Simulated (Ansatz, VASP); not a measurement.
## Two plane-wave programs on Ag

File INCAR:

```
SYSTEM = Ag
ALGO = Normal
EDIFF = 1E-6
ENCUT = 520
ISIF = 2
ISMEAR = 1
LASPH = .TRUE.
LCHARG = .TRUE.
LELF = .TRUE.
LREAL = .FALSE.
LVHAR = .TRUE.
LWAVE = .FALSE.
NBANDS = 12
NELM = 80
PREC = Accurate
SIGMA = 0.6
```

File KPOINTS:

```
k-points
0
G
  13 13 13
  0 0 0
```

Contents of POSCAR:

```
Ag
1.0
    0.0000000000      1.9996579419      1.9996579419
    1.9996579419      0.0000000000      1.9996579419
    1.9996579419      1.9996579419      0.0000000000
Ag
1
Direct
    0.0000000000      0.0000000000      0.0000000000
```

Input for Ansatz:

```yaml
crystal:
  lattice:
    - [0.0, 1.9996579419, 1.9996579419]
    - [1.9996579419, 0.0, 1.9996579419]
    - [1.9996579419, 1.9996579419, 0.0]
  atoms:
    - { symbol: Ag, position: [0.0, 0.0, 0.0] }
hamiltonian:
  xc: lda
  pseudopotentials:
    kind: paw
    azcp:
      Ag: "pseudopotentials/Ag.paw.azcp"
basis:
  ecutwfc: 420
  fft_grid_basis: typed
kpoints:
  mp_grid: { grid: [13, 13, 13], shift: [0, 0, 0] }
magnetization:
  spin_polarized: false
scf:
  occupations: { method: cold, width: 0.6 }
  lower_state_search: "off"
output:
  stress: true
```

Alike in both runs: task single point; functional LDA; k mesh 13 × 13 × 13; no spin polarisation.

```csv
,VASP,Ansatz
version,VASP 6.6.1,Ansatz 0.2.0
potentials or method,"VASP PAW LDA potentials, release 64 (Ag), cutoff 520 eV","plane waves (420 eV) with PAW, scalar-relativistic"
occupations,"methfessel-paxton of order 1, width 0.6 eV","cold, width 0.6 eV"
valence electrons in the cell,11,19
```

```csv
,VASP,Ansatz,Ansatz less VASP
pressure (GPa),0.2,0.1,-0.11
```

Ansatz warns that its potentials were made for another functional, while VASP's fit it. LDA's correlation is that of Perdew and Zunger in VASP and of Perdew and Wang (1992) in Ansatz. VASP's potentials hold 11 valence electrons a cell and Ansatz's 19, so a difference there can come from the potentials and not from the codes.
